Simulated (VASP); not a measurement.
# GaN in VASP: settings compared

GaN is run at these levels: r2SCAN, PBE; tasks: single point.

All numbers are computed with VASP 6.6.1; they aren't measurements. Logs are shortened: lines on timing, memory, paths and dates and some standing lists are left out, and cuts for length are marked.

### 1 The cell of the first run

Symmetry: R-3m, No. 166, trigonal system. Conventional cell: a = 2.982 Å, b = 2.982 Å, c = 7.523 Å, α = 90.00°, β = 90.00°, γ = 120.00°. Within 2.8 Å of Ga (site symmetry -3m) lie 6 N at 2.13 Å. Within 2.8 Å of N (site symmetry -3m) lie 6 Ga at 2.13 Å.

### 2 Single point, r2SCAN (strain along [111] +3.0%)

The input, POSCAR:

```
GaN
1.0
    0.0421703047      2.1506855410      2.1506855410
    2.1506855410      0.0421703047      2.1506855410
    2.1506855410      2.1506855410      0.0421703047
Ga N
1 1
Direct
    0.0000000000      0.0000000000      0.0000000000
    0.5000000000      0.5000000000      0.5000000000
```

The input, INCAR.step1:

```
PREC = Accurate ; ENCUT = 520
ISMEAR = 0 ; SIGMA = 0.01
LREAL = F ; LASPH = T
NELM = 100 ; NBANDS = 16
GGA = PE ; ALGO = Normal
EDIFF = 1E-4 ; LWAVE = T
LCHARG = F
```

The input, INCAR.step2:

```
PREC = Accurate ; ENCUT = 520
EDIFF = 1E-7 ; ISMEAR = 0
SIGMA = 0.01 ; LREAL = F
LASPH = T ; NELM = 100
ALGO = Normal ; ISIF = 2
LWAVE = F ; LCHARG = F
METAGGA = R2SCAN ; LMIXTAU = T
NBANDS = 16 ; ISTART = 1
```

The input, KPOINTS:

```
Automatic mesh
0
Gamma
  10 10 10
```

Potentials or basis: VASP PAW PBE potentials, release 64 (Ga_d, N).

Run with:

```console
> cat potpaw_PBE.64/Ga_d/POTCAR potpaw_PBE.64/N/POTCAR > POTCAR
> cp INCAR.step1 INCAR
> mpirun -np 1 vasp_std > vasp.out
> cp INCAR.step2 INCAR
> mpirun -np 1 vasp_std > vasp.out
```

OUTCAR:

```text
PREC = Accurate
   ENCUT = 520
   EDIFF = 1E-7
   ISMEAR = 0
   LREAL = F
   LASPH = T
   NELM = 100
   ISIF = 2
   METAGGA = R2SCAN
   ISTART = 1

 ion  position               nearest neighbor table
   1  0.000  0.000  0.000-   2 2.13   2 2.13   2 2.13   2 2.13   2 2.13   2 2.13
   2  0.500  0.500  0.500-   1 2.13   1 2.13   1 2.13   1 2.13   1 2.13   1 2.13

  LATTYP: Found a trigonal (rhomboedric) cell.
 ALAT       =     3.0418209887
 COS(alpha) =     0.5195079762

  Lattice vectors:

 A1 = (   0.0421703047,   2.1506855410,   2.1506855410)
 A2 = (   2.1506855410,   0.0421703047,   2.1506855410)
 A3 = (   2.1506855410,   2.1506855410,   0.0421703047)

Analysis of symmetry for initial positions (statically):
=====================================================================
 Subroutine PRICEL returns:
 Original cell was already a primitive cell.

 Routine SETGRP: Setting up the symmetry group for a
 trigonal (rhombohedral) supercell.

 Subroutine GETGRP returns: Found 12 space group operations
 (whereof 12 operations were pure point group operations)
 out of a pool of 12 trial point group operations.

The static configuration has the point symmetry D_3d.

Analysis of symmetry for dynamics (positions and initial velocities):
=====================================================================
 Subroutine PRICEL returns:
 Original cell was already a primitive cell.

 Routine SETGRP: Setting up the symmetry group for a
 trigonal (rhombohedral) supercell.

 Subroutine GETGRP returns: Found 12 space group operations
 (whereof 12 operations were pure point group operations)
 out of a pool of 12 trial point group operations.

The dynamic configuration has the point symmetry D_3d.

 Subroutine INISYM returns: Found 12 space group operations
 (whereof 12 operations are pure point group operations),
 and found     1 'primitive' translations

----------------------------------------------------------------------------------------

                                     Primitive cell

  volume of cell :      19.3107

  direct lattice vectors                    reciprocal lattice vectors
     0.042170305  2.150685541  2.150685541    -0.239435960  0.234831422  0.234831422
     2.150685541  0.042170305  2.150685541     0.234831422 -0.239435960  0.234831422
     2.150685541  2.150685541  0.042170305     0.234831422  0.234831422 -0.239435960

  length of vectors
     3.041820989  3.041820989  3.041820989     0.409415647  0.409415647  0.409415647

  position of ions in fractional coordinates (direct lattice)
     0.000000000  0.000000000  0.000000000
     0.500000000  0.500000000  0.500000000

  ion indices of the primitive-cell ions
   primitive index   ion index
                 1           1
                 2           2

----------------------------------------------------------------------------------------

 KPOINTS: Automatic mesh

Automatic generation of k-mesh.
 Grid dimensions read from file:
 generate k-points for:   10   10   10

 Generating k-lattice:

  Cartesian coordinates                     Fractional coordinates (reciprocal lattice)
    -0.023943596  0.023483142  0.023483142     0.100000000 -0.000000000 -0.000000000
     0.023483142 -0.023943596  0.023483142    -0.000000000  0.100000000 -0.000000000
     0.023483142  0.023483142 -0.023943596    -0.000000000 -0.000000000  0.100000000

  Length of vectors
     0.040941565  0.040941565  0.040941565

  Shift w.r.t. Gamma in fractional coordinates (k-lattice)
     0.000000000  0.000000000  0.000000000

 Subroutine IBZKPT returns following result:
 ===========================================

 Found    116 irreducible k-points:

 Following reciprocal coordinates:
            Coordinates               Weight
  0.000000  0.000000  0.000000      1.000000
  0.100000 -0.000000 -0.000000      6.000000
  0.200000 -0.000000 -0.000000      6.000000
  0.300000  0.000000 -0.000000      6.000000
  0.400000  0.000000  0.000000      6.000000
  0.500000  0.000000 -0.000000      3.000000
[... 16 lines left out ...]
  0.300000  0.300000 -0.000000      6.000000
  0.400000  0.300000  0.000000     12.000000
 [... further k-points ...]
   k-points           NKPTS =    116   k-points in BZ     NKDIM =    116   number of bands    NBANDS=     16
   number of dos      NEDOS =    301   number of ions     NIONS =      2
   total plane-waves  NPLWV =  13824
   dimension x,y,z NGX =    24 NGY =   24 NGZ =   24
   dimension x,y,z NGXF=    48 NGYF=   48 NGZF=   48
   ions per type =               1   1
   NGX,Y,Z   is equivalent  to a cutoff of  13.12, 13.12, 13.12 a.u.
   NGXF,Y,Z  is equivalent  to a cutoff of  26.23, 26.23, 26.23 a.u.
 SYSTEM =  unknown system
   PREC   = accura    normal or accurate (medium, high low for compatibility)
   ISTART =      1    job   : 0-new  1-cont  2-samecut
   ICHARG =      0    charge: 1-file 2-atom 10-const
   ISPIN  =      1    spin polarized calculation?
   LNONCOLLINEAR =      F non collinear calculations
   LSORBIT =      F    spin-orbit coupling
   LASPH  =      T    aspherical Exc in radial PAW
   ENCUT  =  520.0 eV  38.22 Ry    6.18 a.u.   5.66  5.66  5.66*2*pi/ulx,y,z
   NELM   =    100;   NELMIN=  2; NELMDL=  0     # of ELM steps
   EDIFF  = 0.1E-06   stopping-criterion for ELM
   LREAL  =      F    real-space projection
   EDIFFG = 0.1E-05   stopping-criterion for IOM
   NSW    =      0    number of steps for IOM
   IBRION =     -1    ionic relax: 0-MD 1-quasi-New 2-CG
   NFREE  =      0    steps in history (QN), initial steepest desc. (CG)
   ISIF   =      2    stress and relaxation
   ISYM   =      2    0-nonsym 1-usesym 2-fastsym
   POTIM  = 0.5000    time-step for ionic-motion
   TEBEG  =    0.0;   TEEND  =   0.0 temperature during run
   PSTRESS=    0.0 pullay stress
   NELECT =      18.0000    total number of electrons
   NUPDOWN=      -1.0000    fix difference up-down
   EMIN   =  10.00;   EMAX   =-10.00  energy-range for DOS
   EFERMI =   0.00;   METHOD = LEGACY
   ISMEAR =     0;   SIGMA  =   0.01  broadening in eV -4-tet -1-fermi 0-gaus
   EFERMI_NEDOS =   21; number of points for ismear=-14 and -15
   IALGO  =     38    algorithm
   IMIX   =      4    mixing-type and parameters
     AMIX     =   0.40;   BMIX     =  1.00
     AMIX_MAG =   1.60;   BMIX_MAG =  1.00
  volume/ion in A,a.u.               =       9.66        65.16
  Fermi-wavevector in a.u.,A,eV,Ry     =   1.599189  3.022029 34.795622  2.557406
  Thomas-Fermi vector in A             =   2.696521
   LORBIT       =      0    0 simple, 1 ext, 2 COOP (PROOUT), +10 PAW based schemes
   METAGGA = R2SCAN    functional components
   LHFCALC =     F    Hartree Fock is set to
   AEXX    =    0.0000 exact exchange contribution
   IVDW    =     0    specifies the selected vdW correction
   LEPSILON=     F    determine dielectric tensor
   LRPA    =     F    only Hartree local field effects (RPA)
 non-spin polarized calculation
 Gauss-broadening in eV      SIGMA  =   0.01
  energy-cutoff  :      520.00
  volume of cell :       19.31
 maximum number of plane-waves:       540
   NGX = 11   NGY = 11   NGZ = 11

 number of electron      18.0000007 magnetization

 Free energy of the ion-electron system (eV)
  ---------------------------------------------------
  ext. energy  EPLUGINS =         0.00000000
  ---------------------------------------------------
  free energy    TOTEN  =       -20.95212209 eV

  energy without entropy =      -20.95212209  energy(sigma->0) =      -20.95212209

 E-fermi :   7.5866     XC(G=0): -14.0296

 val. band max:        7.4398069610   @ k =   0.3000   0.2000   0.2000
 cond. band min:       8.3209433732   @ k =   0.5000   0.5000   0.0000
 fundamental gap:      0.8811364122
 Fermi energy:         7.5866371072

 k-point     1 :       0.0000    0.0000    0.0000
  band No.  band energies     occupation
      1     -10.4568      2.00000
      2      -7.0343      2.00000
      3      -7.0319      2.00000
      4      -7.0319      2.00000
      5      -6.9583      2.00000
      6      -6.9583      2.00000
[... 8 lines left out ...]
     15      24.0165      0.00000
     16      24.0165      0.00000

 k-point     2 :       0.1000   -0.0000   -0.0000
  band No.  band energies     occupation
      1     -10.2631      2.00000
      2      -7.0417      2.00000
      3      -7.0269      2.00000
      4      -7.0141      2.00000
      5      -6.9779      2.00000
      6      -6.9687      2.00000
[... 8 lines left out ...]
     15      23.9520      0.00000
     16      24.2609      0.00000

 k-point     3 :       0.2000   -0.0000   -0.0000
  band No.  band energies     occupation
      1      -9.7038      2.00000
      2      -7.0801      2.00000
      3      -7.0447      2.00000
      4      -7.0379      2.00000
      5      -6.9579      2.00000
      6      -6.9454      2.00000
[... 8 lines left out ...]
     15      24.6114      0.00000
     16      25.4356      0.00000

 k-point     4 :       0.3000    0.0000   -0.0000
  band No.  band energies     occupation
      1      -8.8622      2.00000
      2      -7.1486      2.00000
      3      -7.1051      2.00000
      4      -7.0756      2.00000
      5      -6.8943      2.00000
      6      -6.8892      2.00000
[... 8 lines left out ...]
     15      26.4457      0.00000
     16      27.3676      0.00000
[... 324 lines left out ...]
 k-point    22 :      -0.2000    0.2000    0.0000
  band No.  band energies     occupation
      1      -8.7536      2.00000
      2      -7.1401      2.00000
      3      -7.0840      2.00000
      4      -7.0615      2.00000
      5      -6.9295      2.00000
      6      -6.6749      2.00000
[... 8 lines left out ...]
     15      26.8820      0.00000
     16      29.3782      0.00000

 k-point    23 :       0.3000    0.3000   -0.0000
  band No.  band energies     occupation
      1      -9.0234      2.00000
      2      -7.1344      2.00000
      3      -6.8992      2.00000
      4      -6.8738      2.00000
      5      -6.8717      2.00000
      6      -6.4685      2.00000
[... 8 lines left out ...]
     15      31.9631      0.00000
     16      33.4027      0.00000

 k-point    24 :       0.4000    0.3000    0.0000
  band No.  band energies     occupation
      1      -8.8543      2.00000
      2      -7.1450      2.00000
      3      -6.9269      2.00000
      4      -6.8625      2.00000
      5      -6.8146      2.00000
      6      -5.8492      2.00000
[... 8 lines left out ...]
     15      32.7832      0.00000
     16      34.5273      0.00000

 [... further k-points ...]
[... 5 lines left out ...]
  --------------------------------------------------------------------------------------
  -------------------------------------------------------------------------------------
  Total       -0.6742297     -0.6742297     -0.6742297     -0.5581033     -0.5581033     -0.5581033
  in kB      -55.9398128    -55.9398128    -55.9398128    -46.3049811    -46.3049811    -46.3049811
  external PRESSURE =     -55.9398128 kB  Pullay stress =       0.0000000 kB

 VOLUME and BASIS-vectors are now :
 -----------------------------------------------------------------------------
  energy-cutoff  :      520.00
  volume of cell :       19.31
      direct lattice vectors                 reciprocal lattice vectors
     0.042170305  2.150685541  2.150685541    -0.239435960  0.234831422  0.234831422
     2.150685541  0.042170305  2.150685541     0.234831422 -0.239435960  0.234831422
     2.150685541  2.150685541  0.042170305     0.234831422  0.234831422 -0.239435960

 POSITION                                       TOTAL-FORCE (eV/Angst)
 -----------------------------------------------------------------------------------
      0.00000      0.00000      0.00000         0.000000     -0.000000     -0.000000
      2.17177      2.17177      2.17177        -0.000000      0.000000      0.000000
 -----------------------------------------------------------------------------------
    total drift:                                0.000000     -0.000000     -0.000000

  FREE ENERGIE OF THE ION-ELECTRON SYSTEM (eV)
  ---------------------------------------------------
  free  energy   TOTEN  =       -20.9521220929 eV

  energy  without entropy=      -20.9521220929  energy(sigma->0) =      -20.95212209
```

It took 1.9 min on 1 thread of Intel Xeon 6975P-C, shared host; peak memory 0.17 GiB.

Results:

| Item | Value |
| --- | --- |
| Free energy | -20.9521 eV |
| Pressure | -5.6 GPa |
| Band gap on the k mesh | 0.88 eV, indirect (least direct gap 2.86 eV) |

Stress tensor (GPa, compression positive):
```
-5.59 -4.63 -4.63
-4.63 -5.59 -4.63
-4.63 -4.63 -5.59
```

Levels at points of the mesh, in eV from the valence-band top:
```csv
k point,band 6,band 7,band 8,band 9,band 10,band 11,band 12,band 13
"(0.00, 0.00, 0.00)",-14.40,-0.82,-0.42,-0.42,2.44,14.70,15.56,15.56
"(0.50, 0.00, 0.00)",-14.26,-8.20,-0.36,-0.20,5.05,9.37,9.61,9.94
"(0.50, 0.50, 0.00)",-11.68,-7.11,-3.27,-2.90,0.88,8.43,12.69,15.28
"(0.50, 0.50, 0.50)",-14.27,-8.54,-0.09,-0.09,5.58,9.89,10.04,10.04
```

Caveat: the cell differs from its parent crystal (strain along [111] +3.0%); the PAW data sets were made with another functional, which shifts forces and pressure a little. A k mesh can miss the band edges.

(Part 1 of 2 ends here.)
